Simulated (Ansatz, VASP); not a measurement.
# Ta2N in VASP and in Ansatz

```
CELL_PARAMETERS angstrom
5.22886 0.00000 0.00000
-2.61443 4.52833 0.00000
0.00000 0.00000 4.88353
ATOMIC_POSITIONS crystal
Ta 0.66693 0.66693 0.75260
Ta 0.00000 0.33307 0.75260
Ta 0.33307 0.00000 0.75260
Ta 0.33307 0.33307 0.24740
Ta 0.00000 0.66693 0.24740
Ta 0.66693 0.00000 0.24740
N 0.66667 0.33333 0.50000
N 0.33333 0.66667 0.50000
N 0.00000 0.00000 0.00000
```

Alike in both runs: functional LDA; k mesh 9 × 9 × 8; occupations gaussian, width 0.1 eV; no spin polarisation.

Ansatz relaxed the structure, and its values are those at the end. VASP's run is a single point on that final structure, the one shown.

|  | VASP | Ansatz |
| --- | --- | --- |
| version | VASP 6.6.1 | Ansatz 0.2.0 |
| potentials or method | VASP PAW LDA potentials, release 64 (Ta_pv, N), cutoff 520 eV | scalar-relativistic, plane waves, PAW |
| valence electrons in the cell | 81 | 93 |

```tsv
	VASP	Ansatz	Ansatz less VASP
gap on the k mesh at the Fermi level (eV)	none	none	-
pressure (GPa)	1.6	0.0	-1.59
rms of the force components (eV/Å)	0.008	0.001	-0.0072
```

Ansatz warns that its potentials were made for another functional, while VASP's fit it. LDA's correlation is that of Perdew and Zunger in VASP and of Perdew and Wang (1992) in Ansatz. A gap of «none» marks a metal or a gap that the smearing closes. VASP's potentials hold 81 valence electrons a cell and Ansatz's 93, so a difference there can come from the potentials and not from the codes.

Neither program's run includes spin-orbit coupling.
